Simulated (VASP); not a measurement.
# Si2W (P6_222) in VASP: notebook, part 2 of 2

VASP 6.6.1. The steps go on from the part before.

### Step 4. Single point, PBEsol

This run uses another cell than the first one, of 13.65 Å³/atom.

INCAR reads:

```
SYSTEM = Si2W
PREC = Accurate ; ENCUT = 500
EDIFF = 1E-6 ; ISMEAR = -1
SIGMA = 0.02 ; LREAL = .FALSE.
LASPH = .TRUE. ; NELM = 120
ALGO = Normal ; ISIF = 2
LWAVE = .FALSE. ; LCHARG = .FALSE.
GGA = PS ; NBANDS = 43
GGA_COMPAT = .FALSE.
```

KPOINTS reads:

```
Automatic mesh
0
G
  6 6 4
  0 0 0
```

POSCAR reads:

```
Si2W
1.0
    4.6168523821      0.0000000000      0.0000000000
   -2.3084261911      3.9983114484      0.0000000000
    0.0000000000      0.0000000000      6.6532220000
W Si
3 6
Direct
    0.5000000000      0.0000000000      0.5000000000
    0.5000000000      0.5000000000      0.8333333333
    0.0000000000      0.5000000000      0.1666666667
    0.3272520000      0.1636260000      0.1666666667
    0.8363740000      0.1636260000      0.8333333333
    0.1636260000      0.3272520000      0.5000000000
    0.6727480000      0.8363740000      0.1666666667
    0.1636260000      0.8363740000      0.8333333333
    0.8363740000      0.6727480000      0.5000000000
```

Potentials or basis: VASP PAW PBE potentials, release 64 (W_sv, Si).

The run is started by

```console
$ cat potpaw_PBE.64/W_sv/POTCAR potpaw_PBE.64/Si/POTCAR > POTCAR
$ mpirun -np 1 vasp_std > vasp.out
```

OUTCAR:

```text
SYSTEM = Si2W
   PREC = Accurate
   ENCUT = 500
   EDIFF = 1E-6
   ISMEAR = -1
   LREAL = .FALSE.
   LASPH = .TRUE.
   NELM = 120
   ISIF = 2
   GGA = PS

 ion  position               nearest neighbor table
   1  0.500  0.000  0.500-   5 2.59   8 2.59   7 2.59   4 2.59   6 2.65   9 2.65   9 2.65   6 2.65
                             6 2.69   9 2.69   3 3.20   3 3.20   2 3.20   2 3.20
   2  0.500  0.500  0.833-   6 2.59   9 2.59   7 2.59   4 2.59   8 2.65   5 2.65   8 2.65   5 2.65
                             8 2.69   5 2.69   1 3.20   1 3.20   3 3.20   3 3.20
   3  0.000  0.500  0.167-   6 2.59   9 2.59   8 2.59   5 2.59   4 2.65   7 2.65   7 2.65   4 2.65
                             7 2.69   4 2.69   1 3.20   1 3.20   2 3.20   2 3.20
   4  0.327  0.164  0.167-   6 2.57   8 2.57   1 2.59   2 2.59   7 2.62   3 2.65   3 2.65   3 2.69
                             7 2.69   7 2.69
   5  0.836  0.164  0.833-   6 2.57   7 2.57   1 2.59   3 2.59   8 2.62   2 2.65   2 2.65   2 2.69
                             8 2.69   8 2.69
   6  0.164  0.327  0.500-   5 2.57   4 2.57   2 2.59   3 2.59   9 2.62   1 2.65   1 2.65   1 2.69
                             9 2.69   9 2.69
   7  0.673  0.836  0.167-   9 2.57   5 2.57   1 2.59   2 2.59   4 2.62   3 2.65   3 2.65   3 2.69
                             4 2.69   4 2.69
   8  0.164  0.836  0.833-   9 2.57   4 2.57   1 2.59   3 2.59   5 2.62   2 2.65   2 2.65   2 2.69
                             5 2.69   5 2.69
   9  0.836  0.673  0.500-   8 2.57   7 2.57   2 2.59   3 2.59   6 2.62   1 2.65   1 2.65   1 2.69
                             6 2.69   6 2.69

  LATTYP: Found a hexagonal cell.
 ALAT       =     4.6168523821
 C/A-ratio  =     1.4410731488

  Lattice vectors:

 A1 = (   4.6168523821,   0.0000000000,   0.0000000000)
 A2 = (  -2.3084261911,   3.9983114484,   0.0000000000)
 A3 = (   0.0000000000,   0.0000000000,   6.6532220000)

Analysis of symmetry for initial positions (statically):
=====================================================================
 Subroutine PRICEL returns:
 Original cell was already a primitive cell.

 Routine SETGRP: Setting up the symmetry group for a
 hexagonal supercell.

 Subroutine GETGRP returns: Found 12 space group operations
 (whereof  4 operations were pure point group operations)
 out of a pool of 24 trial point group operations.

The static configuration has the point symmetry D_2 .
 The point group associated with its full space group is D_6 .

Analysis of symmetry for dynamics (positions and initial velocities):
=====================================================================
 Subroutine PRICEL returns:
 Original cell was already a primitive cell.

 Routine SETGRP: Setting up the symmetry group for a
 hexagonal supercell.

 Subroutine GETGRP returns: Found 12 space group operations
 (whereof  4 operations were pure point group operations)
 out of a pool of 24 trial point group operations.

The dynamic configuration has the point symmetry D_2 .
 The point group associated with its full space group is D_6 .

 Subroutine INISYM returns: Found 12 space group operations
 (whereof  4 operations are pure point group operations),
 and found     1 'primitive' translations

----------------------------------------------------------------------------------------

                                     Primitive cell

  volume of cell :     122.8159

  direct lattice vectors                    reciprocal lattice vectors
     4.616852382  0.000000000  0.000000000     0.216597785  0.125052790  0.000000000
    -2.308426191  3.998311448  0.000000000     0.000000000  0.250105579  0.000000000
     0.000000000  0.000000000  6.653222000     0.000000000  0.000000000  0.150303116

[... 74 lines left out ...]
  0.333333  0.333333  0.500000      2.000000
   k-points           NKPTS =     21   k-points in BZ     NKDIM =     21   number of bands    NBANDS=     43
   number of dos      NEDOS =    301   number of ions     NIONS =      9
   total plane-waves  NPLWV =  64800
   dimension x,y,z NGX =    36 NGY =   36 NGZ =   50
   dimension x,y,z NGXF=    72 NGYF=   72 NGZF=  100
   ions per type =               3   6
   NGX,Y,Z   is equivalent  to a cutoff of  12.96, 12.96, 12.49 a.u.
   NGXF,Y,Z  is equivalent  to a cutoff of  25.93, 25.93, 24.99 a.u.
 SYSTEM =  Si2W
   PREC   = accura    normal or accurate (medium, high low for compatibility)
   ISTART =      0    job   : 0-new  1-cont  2-samecut
   ICHARG =      2    charge: 1-file 2-atom 10-const
   ISPIN  =      1    spin polarized calculation?
   LNONCOLLINEAR =      F non collinear calculations
   LSORBIT =      F    spin-orbit coupling
   LASPH  =      T    aspherical Exc in radial PAW
   ENCUT  =  500.0 eV  36.75 Ry    6.06 a.u.   8.42  8.42 12.13*2*pi/ulx,y,z
   NELM   =    120;   NELMIN=  2; NELMDL= -5     # of ELM steps
   EDIFF  = 0.1E-05   stopping-criterion for ELM
   LREAL  =      F    real-space projection
[... 7 lines left out ...]
   TEBEG  =    0.0;   TEEND  =   0.0 temperature during run
   PSTRESS=    0.0 pullay stress
   NELECT =      66.0000    total number of electrons
   NUPDOWN=      -1.0000    fix difference up-down
   EMIN   =  10.00;   EMAX   =-10.00  energy-range for DOS
   EFERMI =   0.00;   METHOD = LEGACY
   ISMEAR =    -1;   SIGMA  =   0.02  broadening in eV -4-tet -1-fermi 0-gaus
   EFERMI_NEDOS =   21; number of points for ismear=-14 and -15
   IALGO  =     38    algorithm
   IMIX   =      4    mixing-type and parameters
     AMIX     =   0.40;   BMIX     =  1.00
     AMIX_MAG =   1.60;   BMIX_MAG =  1.00
  volume/ion in A,a.u.               =      13.65        92.09
  Fermi-wavevector in a.u.,A,eV,Ry     =   1.330979  2.515186 24.102797  1.771506
  Thomas-Fermi vector in A             =   2.460025
   LORBIT       =      0    0 simple, 1 ext, 2 COOP (PROOUT), +10 PAW based schemes
   GGA     = PS    functional components
   LHFCALC =     F    Hartree Fock is set to
   AEXX    =    0.0000 exact exchange contribution
   IVDW    =     0    specifies the selected vdW correction
   LEPSILON=     F    determine dielectric tensor
   LRPA    =     F    only Hartree local field effects (RPA)
 non-spin polarized calculation
  energy-cutoff  :      500.00
  volume of cell :      122.82
 maximum number of plane-waves:      3168
 NGX is ok and might be reduce to    36
   NGX = 17   NGY = 17   NGZ = 25

 number of electron      66.0000007 magnetization

 Free energy of the ion-electron system (eV)
  ---------------------------------------------------
  ext. energy  EPLUGINS =         0.00000000
  ---------------------------------------------------
  free energy    TOTEN  =       -79.26255986 eV

  energy without entropy =      -79.26141400  energy(sigma->0) =      -79.26198693

 E-fermi :  12.2781     XC(G=0): -12.5463

 val. band max:       12.2737320548   @ k =   0.5000   0.0000   0.5000
 cond. band min:      12.2823854733   @ k =   0.5000   0.0000   0.0000
 fundamental gap:      0.0086534185
 Fermi energy:        12.2780576381

 k-point     1 :       0.0000    0.0000    0.0000
  band No.  band energies     occupation
      1     -62.0379      2.00000
      2     -62.0261      2.00000
      3     -62.0261      2.00000
      4     -26.4029      2.00000
      5     -26.3986      2.00000
      6     -26.3986      2.00000
[... 955 lines left out ...]
     42      15.4380      0.00000
     43      15.5945      0.00000

------------------------ aborting loop because EDIFF is reached ----------------------------------------

  FORCE on cell =-STRESS in cart. coord.  units (eV):
  Direction    XX          YY          ZZ          XY          YZ          ZX
  --------------------------------------------------------------------------------------
  -------------------------------------------------------------------------------------
  Total       -4.0776723     -4.0776723     -4.1000882      0.0000000      0.0000000      0.0000000
  in kB      -53.1946891    -53.1946891    -53.4871129      0.0000000      0.0000000      0.0000000
  external PRESSURE =     -53.2921637 kB  Pullay stress =       0.0000000 kB

 VOLUME and BASIS-vectors are now :
 -----------------------------------------------------------------------------
  energy-cutoff  :      500.00
  volume of cell :      122.82
      direct lattice vectors                 reciprocal lattice vectors
     4.616852382  0.000000000  0.000000000     0.216597785  0.125052790  0.000000000
    -2.308426191  3.998311448  0.000000000     0.000000000  0.250105579  0.000000000
     0.000000000  0.000000000  6.653222000     0.000000000  0.000000000  0.150303116

 POSITION                                       TOTAL-FORCE (eV/Angst)
 -----------------------------------------------------------------------------------
      2.30843      0.00000      3.32661         0.000000      0.000000     -0.000000
      1.15421      1.99916      5.54435         0.000000     -0.000000     -0.000000
     -1.15421      1.99916      1.10887         0.000000      0.000000      0.000000
      1.13316      0.65423      1.10887         0.029808      0.017210     -0.000000
      3.48370      0.65423      5.54435        -0.029808      0.017210      0.000000
     -0.00000      1.30846      3.32661        -0.000000      0.034420     -0.000000
      1.17527      3.34408      1.10887        -0.029808     -0.017210     -0.000000
     -1.17527      3.34408      5.54435         0.029808     -0.017210      0.000000
      2.30843      2.68986      3.32661         0.000000     -0.034420     -0.000000
 -----------------------------------------------------------------------------------
    total drift:                               -0.000000     -0.000000      0.000000

  FREE ENERGIE OF THE ION-ELECTRON SYSTEM (eV)
  ---------------------------------------------------
  free  energy   TOTEN  =       -79.2625598648 eV

  energy  without entropy=      -79.2614139974  energy(sigma->0) =      -79.26198693
```

Run time: 1.7 min. Hardware: 1 thread of Intel Xeon 8259CL, shared host; peak memory 0.28 GiB.

What came out:

* Free energy: -79.2626 eV
* Pressure: -5.3 GPa
* Largest force: 0.034 eV/Å
* Band gap on the k mesh: 0.01 eV (least direct gap 0.63 eV)

Forces in eV/Å, atoms in the order of the input:
```
W    0.000  0.000  0.000
W    0.000  0.000  0.000
W    0.000  0.000  0.000
Si   0.030  0.017  0.000
Si  -0.030  0.017  0.000
Si   0.000  0.034  0.000
Si  -0.030 -0.017  0.000
Si   0.030 -0.017  0.000
Si   0.000 -0.034  0.000
```

Caveat: the cell stands under tension; the PAW data sets were made with another functional, which shifts forces and pressure a little; spin-orbit coupling is left out, which moves the levels of the heavy elements. A k mesh can miss the band edges.

### Step 5. Single point, PBE

This run uses another cell than the first one, of 12.58 Å³/atom.

INCAR reads:

```
PREC = Accurate ; ENCUT = 520
EDIFF = 1E-6 ; ISMEAR = -1
SIGMA = 0.05 ; LREAL = F
LASPH = T ; NELM = 60
ALGO = Normal ; ISIF = 2
LWAVE = F ; LCHARG = F
GGA = PE ; NBANDS = 43
```

KPOINTS reads:

```
regular mesh
0
Gamma
  5 5 3
```

POSCAR reads:

```
Si2W
1.0
    4.4321782868      0.0000000001      0.0000000000
   -2.2160891435      3.8383789905      0.0000000000
    0.0000000000      0.0000000000      6.6532220000
W Si
3 6
Direct
    0.5000000000      0.0000000000      0.5000000000
    0.5000000000      0.5000000000      0.8333333333
    0.0000000000      0.5000000000      0.1666666667
    0.3276661993      0.1638330997      0.1666666667
    0.8361669003      0.1638330997      0.8333333333
    0.1638330997      0.3276661993      0.5000000000
    0.6723338007      0.8361669003      0.1666666667
    0.1638330997      0.8361669003      0.8333333333
    0.8361669003      0.6723338007      0.5000000000
```

The run is started by

```console
$ cat potpaw_PBE.64/W_sv/POTCAR potpaw_PBE.64/Si/POTCAR > POTCAR
$ mpirun -np 1 vasp_std > vasp.out
```

It took 42 s on 1 thread of Intel Xeon Platinum 8259CL at 2.50GHz (Skylake/Cascade Lake), shared host; peak memory 0.25 GiB.

It converged, with:

- Free energy: -73.1570 eV
- Pressure: 21.1 GPa
- Band gap on the k mesh: 0.73 eV (least direct gap 1.28 eV)

Stress tensor (GPa, compression positive):
```
25.44  0.00  0.00
 0.00 25.44  0.00
 0.00  0.00 12.30
```

Levels at points of the mesh, in eV from the valence-band top:
| k point | band 30 | band 31 | band 32 | band 33 | band 34 | band 35 | band 36 | band 37 |
| --- | --- | --- | --- | --- | --- | --- | --- | --- |
| (0.00, 0.00, 0.00) | -2.76 | -2.31 | -1.92 | -0.65 | 2.78 | 2.78 | 3.13 | 3.23 |

Caveat: the stress differs along the axes, from 12 to 25 GPa; spin-orbit coupling is left out, which moves the levels of the heavy elements. A k mesh can miss the band edges.

### Step 6. Relaxation of the atoms, PBE

This run uses another cell than the first one, of 12.58 Å³/atom.

INCAR reads:

```
  ALGO = Normal
  EDIFF = 1E-7
  EDIFFG = -0.01
  ENCUT = 520
  GGA = PE
  IBRION = 2
  ISIF = 2
  ISMEAR = -1
  LASPH = True
  LCHARG = False
  LREAL = False
  LWAVE = False
  NELM = 80
  NSW = 60
  PREC = Accurate
  SIGMA = 0.05
```

KPOINTS reads:

```
k-points
0
Gamma
  5 5 3
```

POSCAR reads:

```
Si2W
1.0
    4.4321782868      0.0000000000      0.0000000000
   -2.2160891435      3.8383789905      0.0000000000
    0.0000000000      0.0000000000      6.6532220000
W Si
3 6
Direct
    0.5000000000      0.0000000000      0.5000000000
    0.5000000000      0.5000000000      0.8333333333
    0.0000000000      0.5000000000      0.1666666667
    0.3272520000      0.1636260000      0.1666666667
    0.8363740000      0.1636260000      0.8333333333
    0.1636260000      0.3272520000      0.5000000000
    0.6727480000      0.8363740000      0.1666666667
    0.1636260000      0.8363740000      0.8333333333
    0.8363740000      0.6727480000      0.5000000000
```

Potentials or basis: VASP PAW PBE potentials, release 64 (W_sv, Si).

The run is started by

```console
$ cat potpaw_PBE.64/W_sv/POTCAR potpaw_PBE.64/Si/POTCAR > POTCAR
$ mpirun -np 1 vasp_std > vasp.out
```

Wall time 60 s (1 thread of Intel Xeon Platinum 8259CL at 2.50GHz (Skylake/Cascade Lake), shared host); peak memory 0.25 GiB.

The run converged. Its results:

| Quantity | Value |
| --- | --- |
| Free energy | -73.1570 eV |
| Energy gained by relaxing | 0.0 meV/atom |
| Ionic steps | 2 |
| Pressure after relaxing | 21.1 GPa |
| Largest force after relaxing | 0.004 eV/Å |
| Band gap on the k mesh | 0.74 eV (least direct gap 1.28 eV) |

Forces on the atoms (eV/Å):
```
W    0.000  0.000  0.000
W    0.000  0.000  0.000
W    0.000  0.000  0.000
Si  -0.003 -0.002  0.000
Si   0.003 -0.002  0.000
Si   0.000 -0.004  0.000
Si   0.003  0.002  0.000
Si  -0.003  0.002  0.000
Si   0.000  0.004  0.000
```

Stress tensor (GPa, compression positive):
```
25.44  0.00  0.00
 0.00 25.44  0.00
 0.00  0.00 12.31
```

Step by step:
```tsv
step	energy change (eV)	largest force (eV/Å)	pressure (GPa)
1	0.0000	0.0383	21.06
2	-0.0002	0.0040	21.06
```

Final structure:
```
W Si
1.0
     4.43218    0.00000    0.00000
    -2.21609    3.83838    0.00000
     0.00000    0.00000    6.65322
W Si
3 6
Direct
  0.50000 0.00000 0.50000
  0.50000 0.50000 0.83333
  0.00000 0.50000 0.16667
  0.32773 0.16387 0.16667
  0.83613 0.16387 0.83333
  0.16387 0.32773 0.50000
  0.67227 0.83613 0.16667
  0.16387 0.83613 0.83333
  0.83613 0.67227 0.50000
```

Levels at points of the mesh, in eV from the valence-band top:
| k point | band 30 | band 31 | band 32 | band 33 | band 34 | band 35 | band 36 | band 37 |
| --- | --- | --- | --- | --- | --- | --- | --- | --- |
| (0.00, 0.00, 0.00) | -2.76 | -2.31 | -1.92 | -0.65 | 2.79 | 2.79 | 3.13 | 3.23 |

Caveat: spin-orbit coupling is left out, which moves the levels of the heavy elements. A k mesh can miss the band edges.

### Step 7. Summary

```csv
task,level,cell,k mesh,cutoff (eV),smearing,gap on the mesh (eV),pressure (GPa),largest force (eV/Å)
single point,PBE+D3(BJ),"a = 4.564, b = 4.564, c = 6.585 Å, angles 90.0, 90.0, 120.0°, 9 atoms, atomic positions A",7 × 7 × 4,520,fermi-dirac 0.05 eV,0.23,0.1,0.01
relaxation of cell and atoms,PBE+D3(BJ),"relaxed from a = 4.617, b = 4.617, c = 6.653 Å, angles 90.0, 90.0, 120.0°, 9 atoms, atomic positions A",7 × 7 × 4,600,fermi-dirac 0.05 eV,0.23,0.0,-
single point,PBEsol,"a = 4.617, b = 4.617, c = 6.653 Å, angles 90.0, 90.0, 120.0°, 9 atoms, atomic positions A",6 × 6 × 4,500,fermi-dirac 0.02 eV,0.01,-5.3,0.03
single point,PBE,"a = 4.432, b = 4.432, c = 6.653 Å, angles 90.0, 90.0, 120.0°, 9 atoms, atomic positions B",5 × 5 × 3,520,fermi-dirac 0.05 eV,0.73,21.1,-
relaxation of the atoms,PBE,"atoms relaxed from a = 4.432, b = 4.432, c = 6.653 Å, angles 90.0, 90.0, 120.0°, 9 atoms, atomic positions A",5 × 5 × 3,520,fermi-dirac 0.05 eV,0.74,21.1,-
```

Alike in all rows: potentials or basis VASP PAW PBE potentials, release 64 (W_sv, Si); no spin polarisation.

Caveats: spin-orbit coupling is left out, which moves the levels of the heavy elements; the cell stands under tension (at least some runs); the PAW data sets were made with another functional, which shifts forces and pressure a little (at least some runs); the stress differs along the axes, from 12 to 25 GPa (at least some runs).

Total energies depend on the potentials used, so only differences within one code and one set of settings carry meaning.
